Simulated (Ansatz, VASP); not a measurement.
Two plane-wave programs on Pt2C3

```
CELL_PARAMETERS angstrom
3.37825 0.00000 0.00000
-1.68913 2.92565 0.00000
0.00000 0.00000 5.25601
ATOMIC_POSITIONS crystal
Pt 0.33333 0.66667 0.24500
Pt 0.66667 0.33333 0.75500
C 0.00000 0.00000 0.00000
C 0.33333 0.66667 0.64500
C 0.66667 0.33333 0.35500
```

Alike in both runs: task single point; functional PBE; k mesh 6 × 6 × 4; occupations gaussian, width 0.1 eV; no spin polarisation.

```csv
,VASP,Ansatz
version,VASP 6.6.1,Ansatz 0.2.0
potentials or method,"VASP PAW PBE potentials, release 64 (Pt, C), cutoff 520 eV","scalar-relativistic, plane waves, PAW"
valence electrons in the cell,32,48
```

```csv
,VASP,Ansatz,Ansatz less VASP
gap on the k mesh at the Fermi level (eV),none,none,-
pressure (GPa),17.3,17.0,-0.21
"traceless stress, the component that is largest in VASP (GPa)",5.42,5.56,+0.142
rms of the force components (eV/Å),0.880,0.872,-0.0078
```

Atom by atom the forces differ by 0.011 eV/Å (rms over components). A gap of «none» marks a metal or a gap that the smearing closes. VASP's potentials hold 32 valence electrons a cell and Ansatz's 48, so a difference there can come from the potentials and not from the codes.

Spin-orbit coupling is off throughout.
